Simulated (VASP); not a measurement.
A run of VASP 6.6.1 is set up as follows.

Contents of INCAR:

```
SYSTEM = Be
PREC = Accurate
ENCUT = 520
EDIFF = 1E-7
ISMEAR = 0
SIGMA = 0.1
LREAL = .FALSE.
LASPH = .TRUE.
NELM = 80
ALGO = Normal
ISIF = 2
LWAVE = .FALSE.
LCHARG = .TRUE.
LDIPOL = .TRUE.
IDIPOL = 3
DIPOL = 0.5 0.5 0.294
GGA = PE
LELF = .TRUE.
LVHAR = .TRUE.
LVACPOTAV = .TRUE.
NBANDS = 7
```

File KPOINTS:

```
Automatic mesh
0
G
  10 10 1
  0 0 0
```

POSCAR

```
Be
1.0
    2.0850821570     -0.4131523542      0.0000000000
   -0.6837645752      2.0126421627      0.0000000000
    0.0000000000      0.0000000000     23.8000000000
Be
1
Direct
    0.5000000000      0.5000000000      0.2941176471
```

Potentials or basis: VASP PAW PBE potentials, release 64 (Be).

Launch:

```bash
$ cat potpaw_PBE.64/Be/POTCAR > POTCAR
$ mpirun -np 1 vasp_std > vasp.out
```

(1) Estimate the band gap on the k mesh.

## Answers

(1) zero (band 1 reaches -2.74 eV, above the bottom of band 2 at -5.26 eV).
